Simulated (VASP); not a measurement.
# Ge (Fd-3m) in VASP: notebook

The runs below take Ge through single point, relaxation of cell and atoms, with PBEsol.

Everything below comes from runs of VASP 6.6.1. Logs are shortened: lines on timing, memory, paths and dates and some standing lists are left out, and cuts for length are marked.

## Step 1: The cell of the first run

The structure is cubic, space group Fd-3m (No. 227). Conventional cell: a = 5.676 Å, b = 5.676 Å, c = 5.676 Å, α = 90.00°, β = 90.00°, γ = 90.00°. Ge (site symmetry -43m) has 4 Ge at 2.46 Å within 3.2 Å.

## Step 2: Single point, PBEsol

The input, INCAR:

```
PREC     = Accurate       # precision mode
ENCUT    = 520            # plane-wave cutoff, eV
EDIFF    = 1E-7           # SCF threshold, eV
ISMEAR   = -1             # smearing method
SIGMA    = 0.08           # smearing width, eV
LREAL    = False          # projectors in reciprocal space
LASPH    = True           # aspherical terms in the spheres
NELM     = 80             # most SCF steps
ALGO     = Normal         # electronic algorithm
ISIF     = 2              # what is computed and relaxed
LWAVE    = False          # write WAVECAR
LCHARG   = False          # write CHGCAR
GGA      = PS             # functional
NBANDS   = 21             # bands
```

The input, KPOINTS:

```
regular mesh
0
Gamma
  14 14 14
```

The input, POSCAR:

```
Ge
1.0
    0.0000000000      2.8381774085      2.8381774085
    2.8381774085      0.0000000000      2.8381774085
    2.8381774085      2.8381774085      0.0000000000
Ge
2
Direct
    0.5000000000      0.5000000000      0.5000000000
    0.7500000000      0.7500000000      0.7500000000
```

Potentials or basis: VASP PAW PBE potentials, release 64 (Ge_d).

Run with:

```bash
> cat potpaw_PBE.64/Ge_d/POTCAR > POTCAR
> mpirun -np 1 vasp_std > vasp.out
```

OUTCAR:

```text
PREC = Accurate
   ENCUT = 520
   EDIFF = 1E-7
   ISMEAR = -1
   LREAL = False
   LASPH = True
   NELM = 80
   ISIF = 2
   GGA = PS

 ion  position               nearest neighbor table
   1  0.500  0.500  0.500-   2 2.46   2 2.46   2 2.46   2 2.46
   2  0.750  0.750  0.750-   1 2.46   1 2.46   1 2.46   1 2.46

  LATTYP: Found a face centered cubic cell.
 ALAT       =     5.6763548170

  Lattice vectors:

 A1 = (   0.0000000000,   2.8381774085,   2.8381774085)
 A2 = (   2.8381774085,   0.0000000000,   2.8381774085)
 A3 = (   2.8381774085,   2.8381774085,   0.0000000000)

Analysis of symmetry for initial positions (statically):
=====================================================================
 Subroutine PRICEL returns:
 Original cell was already a primitive cell.

 Routine SETGRP: Setting up the symmetry group for a
 face centered cubic supercell.

 Subroutine GETGRP returns: Found 48 space group operations
 (whereof 24 operations were pure point group operations)
 out of a pool of 48 trial point group operations.

The static configuration has the point symmetry T_d .
 The point group associated with its full space group is O_h .

Analysis of symmetry for dynamics (positions and initial velocities):
=====================================================================
 Subroutine PRICEL returns:
 Original cell was already a primitive cell.

 Routine SETGRP: Setting up the symmetry group for a
 face centered cubic supercell.

 Subroutine GETGRP returns: Found 48 space group operations
 (whereof 24 operations were pure point group operations)
 out of a pool of 48 trial point group operations.

The dynamic configuration has the point symmetry T_d .
 The point group associated with its full space group is O_h .

 Subroutine INISYM returns: Found 48 space group operations
 (whereof 24 operations are pure point group operations),
 and found     1 'primitive' translations

----------------------------------------------------------------------------------------

                                     Primitive cell

  volume of cell :      45.7245

  direct lattice vectors                    reciprocal lattice vectors
     0.000000000  2.838177408  2.838177408    -0.176169396  0.176169396  0.176169396
     2.838177408  0.000000000  2.838177408     0.176169396 -0.176169396  0.176169396
     2.838177408  2.838177408  0.000000000     0.176169396  0.176169396 -0.176169396

  length of vectors
     4.013788984  4.013788984  4.013788984     0.305134345  0.305134345  0.305134345

  position of ions in fractional coordinates (direct lattice)
     0.500000000  0.500000000  0.500000000
     0.750000000  0.750000000  0.750000000

  ion indices of the primitive-cell ions
   primitive index   ion index
                 1           1
                 2           2

----------------------------------------------------------------------------------------

 KPOINTS: regular mesh

Automatic generation of k-mesh.
 Grid dimensions read from file:
 generate k-points for:   14   14   14

 Generating k-lattice:

  Cartesian coordinates                     Fractional coordinates (reciprocal lattice)
    -0.012583528  0.012583528  0.012583528     0.071428571  0.000000000  0.000000000
     0.012583528 -0.012583528  0.012583528     0.000000000  0.071428571  0.000000000
     0.012583528  0.012583528 -0.012583528     0.000000000  0.000000000  0.071428571

  Length of vectors
     0.021795310  0.021795310  0.021795310

  Shift w.r.t. Gamma in fractional coordinates (k-lattice)
     0.000000000  0.000000000  0.000000000

 Subroutine IBZKPT returns following result:
 ===========================================

 Found    104 irreducible k-points:

 Following reciprocal coordinates:
            Coordinates               Weight
  0.000000  0.000000  0.000000      1.000000
  0.071429  0.000000  0.000000      8.000000
  0.142857  0.000000  0.000000      8.000000
  0.214286  0.000000  0.000000      8.000000
  0.285714  0.000000  0.000000      8.000000
  0.357143  0.000000  0.000000      8.000000
[... 16 lines left out ...]
  0.214286  0.142857  0.000000     24.000000
  0.285714  0.142857  0.000000     24.000000
 [... further k-points ...]
   k-points           NKPTS =    104   k-points in BZ     NKDIM =    104   number of bands    NBANDS=     21
   number of dos      NEDOS =    301   number of ions     NIONS =      2
   total plane-waves  NPLWV =  27000
   dimension x,y,z NGX =    30 NGY =   30 NGZ =   30
   dimension x,y,z NGXF=    60 NGYF=   60 NGZF=   60
   ions per type =               2
   NGX,Y,Z   is equivalent  to a cutoff of  12.43, 12.43, 12.43 a.u.
   NGXF,Y,Z  is equivalent  to a cutoff of  24.85, 24.85, 24.85 a.u.
 SYSTEM =  unknown system
   PREC   = accura    normal or accurate (medium, high low for compatibility)
   ISTART =      0    job   : 0-new  1-cont  2-samecut
   ICHARG =      2    charge: 1-file 2-atom 10-const
   ISPIN  =      1    spin polarized calculation?
   LNONCOLLINEAR =      F non collinear calculations
   LSORBIT =      F    spin-orbit coupling
   LASPH  =      T    aspherical Exc in radial PAW
   ENCUT  =  520.0 eV  38.22 Ry    6.18 a.u.   7.46  7.46  7.46*2*pi/ulx,y,z
   NELM   =     80;   NELMIN=  2; NELMDL= -5     # of ELM steps
   EDIFF  = 0.1E-06   stopping-criterion for ELM
   LREAL  =      F    real-space projection
   EDIFFG = 0.1E-05   stopping-criterion for IOM
   NSW    =      0    number of steps for IOM
   IBRION =     -1    ionic relax: 0-MD 1-quasi-New 2-CG
   NFREE  =      0    steps in history (QN), initial steepest desc. (CG)
   ISIF   =      2    stress and relaxation
   ISYM   =      2    0-nonsym 1-usesym 2-fastsym
   POTIM  = 0.5000    time-step for ionic-motion
   TEBEG  =    0.0;   TEEND  =   0.0 temperature during run
   PSTRESS=    0.0 pullay stress
   NELECT =      28.0000    total number of electrons
   NUPDOWN=      -1.0000    fix difference up-down
   EMIN   =  10.00;   EMAX   =-10.00  energy-range for DOS
   EFERMI =   0.00;   METHOD = LEGACY
   ISMEAR =    -1;   SIGMA  =   0.08  broadening in eV -4-tet -1-fermi 0-gaus
   EFERMI_NEDOS =   21; number of points for ismear=-14 and -15
   IALGO  =     38    algorithm
   IMIX   =      4    mixing-type and parameters
     AMIX     =   0.40;   BMIX     =  1.00
     AMIX_MAG =   1.60;   BMIX_MAG =  1.00
  volume/ion in A,a.u.               =      22.86       154.28
  Fermi-wavevector in a.u.,A,eV,Ry     =   1.390202  2.627101 26.295465  1.932662
  Thomas-Fermi vector in A             =   2.514160
   LORBIT       =      0    0 simple, 1 ext, 2 COOP (PROOUT), +10 PAW based schemes
   GGA     = PS    functional components
   LHFCALC =     F    Hartree Fock is set to
   AEXX    =    0.0000 exact exchange contribution
   IVDW    =     0    specifies the selected vdW correction
   LEPSILON=     F    determine dielectric tensor
   LRPA    =     F    only Hartree local field effects (RPA)
 non-spin polarized calculation
  energy-cutoff  :      520.00
  volume of cell :       45.72
 maximum number of plane-waves:      1248
 NGX is ok and might be reduce to    30
   NGX = 15   NGY = 15   NGZ = 15

 number of electron      28.0000014 magnetization

 Free energy of the ion-electron system (eV)
  ---------------------------------------------------
  ext. energy  EPLUGINS =         0.00000000
  ---------------------------------------------------
  free energy    TOTEN  =        -9.87509486 eV

  energy without entropy =       -9.87367697  energy(sigma->0) =       -9.87438592

 E-fermi :   4.8071     XC(G=0): -10.0827

 val. band max:        4.7653112237   @ k =   0.0000   0.0000   0.0000
 cond. band min:       4.8585036917   @ k =   0.5000   0.0000   0.0000
 fundamental gap:      0.0931924680
 Fermi energy:         4.8071425607

 k-point     1 :       0.0000    0.0000    0.0000
  band No.  band energies     occupation
      1     -19.9840      2.00000
      2     -19.9840      2.00000
      3     -19.9840      2.00000
      4     -19.9481      2.00000
      5     -19.9481      2.00000
      6     -19.7413      2.00000
[... 13 lines left out ...]
     20      14.2197      0.00000
     21      14.2197      0.00000

 k-point     2 :       0.0714    0.0000    0.0000
  band No.  band energies     occupation
      1     -19.9872      2.00000
      2     -19.9872      2.00000
      3     -19.9832      2.00000
      4     -19.9438      2.00000
      5     -19.9438      2.00000
      6     -19.7467      2.00000
[... 13 lines left out ...]
     20      13.7330      0.00000
     21      13.7330      0.00000

 k-point     3 :       0.1429    0.0000    0.0000
  band No.  band energies     occupation
      1     -19.9935      2.00000
      2     -19.9935      2.00000
      3     -19.9808      2.00000
      4     -19.9345      2.00000
      5     -19.9345      2.00000
      6     -19.7554      2.00000
[... 13 lines left out ...]
     20      13.1744      0.00000
     21      13.1744      0.00000

 k-point     4 :       0.2143    0.0000    0.0000
  band No.  band energies     occupation
      1     -19.9994      2.00000
      2     -19.9994      2.00000
      3     -19.9774      2.00000
      4     -19.9246      2.00000
      5     -19.9246      2.00000
      6     -19.7634      2.00000
[... 13 lines left out ...]
     20      12.9631      0.00000
     21      12.9631      0.00000

 k-point     5 :       0.2857    0.0000    0.0000
  band No.  band energies     occupation
      1     -20.0037      2.00000
      2     -20.0037      2.00000
      3     -19.9735      2.00000
      4     -19.9164      2.00000
      5     -19.9164      2.00000
      6     -19.7695      2.00000
[... 13 lines left out ...]
     20      13.2281      0.00000
     21      13.2281      0.00000
[... 382 lines left out ...]
     20      13.0030      0.00000
     21      13.5509      0.00000

 k-point    22 :       0.1429    0.1429    0.0000
  band No.  band energies     occupation
      1     -19.9920      2.00000
      2     -19.9911      2.00000
      3     -19.9911      2.00000
      4     -19.9368      2.00000
      5     -19.9195      2.00000
      6     -19.7818      2.00000
[... 13 lines left out ...]
     20      12.5171      0.00000
     21      14.5646      0.00000

 k-point    23 :       0.2143    0.1429    0.0000
  band No.  band energies     occupation
      1     -20.0002      2.00000
      2     -19.9954      2.00000
      3     -19.9863      2.00000
      4     -19.9293      2.00000
      5     -19.9077      2.00000
      6     -19.7947      2.00000
[... 13 lines left out ...]
     20      13.2936      0.00000
     21      14.4722      0.00000

 k-point    24 :       0.2857    0.1429    0.0000
  band No.  band energies     occupation
      1     -20.0083      2.00000
      2     -20.0002      2.00000
      3     -19.9783      2.00000
      4     -19.9203      2.00000
      5     -19.8972      2.00000
      6     -19.8044      2.00000
[... 13 lines left out ...]
     20      13.9148      0.00000
     21      14.5044      0.00000

 [... further k-points ...]
[... 5 lines left out ...]
  --------------------------------------------------------------------------------------
  -------------------------------------------------------------------------------------
  Total       -0.0267893     -0.0267893     -0.0267893      0.0000000      0.0000000      0.0000000
  in kB       -0.9386934     -0.9386934     -0.9386934      0.0000000      0.0000000      0.0000000
  external PRESSURE =      -0.9386934 kB  Pullay stress =       0.0000000 kB

 VOLUME and BASIS-vectors are now :
 -----------------------------------------------------------------------------
  energy-cutoff  :      520.00
  volume of cell :       45.72
      direct lattice vectors                 reciprocal lattice vectors
     0.000000000  2.838177408  2.838177408    -0.176169396  0.176169396  0.176169396
     2.838177408  0.000000000  2.838177408     0.176169396 -0.176169396  0.176169396
     2.838177408  2.838177408  0.000000000     0.176169396  0.176169396 -0.176169396

 POSITION                                       TOTAL-FORCE (eV/Angst)
 -----------------------------------------------------------------------------------
      2.83818      2.83818      2.83818        -0.000000     -0.000000      0.000000
      4.25727      4.25727      4.25727         0.000000      0.000000     -0.000000
 -----------------------------------------------------------------------------------
    total drift:                                0.000000     -0.000000     -0.000000

  FREE ENERGIE OF THE ION-ELECTRON SYSTEM (eV)
  ---------------------------------------------------
  free  energy   TOTEN  =        -9.8750948599 eV

  energy  without entropy=       -9.8736769718  energy(sigma->0) =       -9.87438592
```

Wall time 46 s (1 thread of Intel Xeon 6975P-C (Granite Rapids), shared host); peak memory 0.21 GiB.

What came out:

| Quantity | Value |
| --- | --- |
| Free energy | -9.8751 eV |
| Pressure | -0.1 GPa |
| Band gap on the k mesh | zero (filled and empty bands touch) |

Levels at points of the mesh, in eV from the Fermi level:
| k point | band 12 | band 13 | band 14 | band 15 | band 16 | band 17 |
| --- | --- | --- | --- | --- | --- | --- |
| (0.00, 0.00, 0.00) | -0.14 | -0.04 | -0.04 | -0.04 | 2.49 | 2.49 |
| (0.50, 0.00, 0.00) | -7.62 | -1.44 | -1.44 | 0.05 | 3.67 | 3.67 |
| (0.50, 0.50, 0.00) | -8.91 | -3.10 | -3.10 | 0.64 | 0.64 | 9.37 |

Caveat: the PAW data sets were made with another functional, which shifts forces and pressure a little.

[end of part 1 of 2]
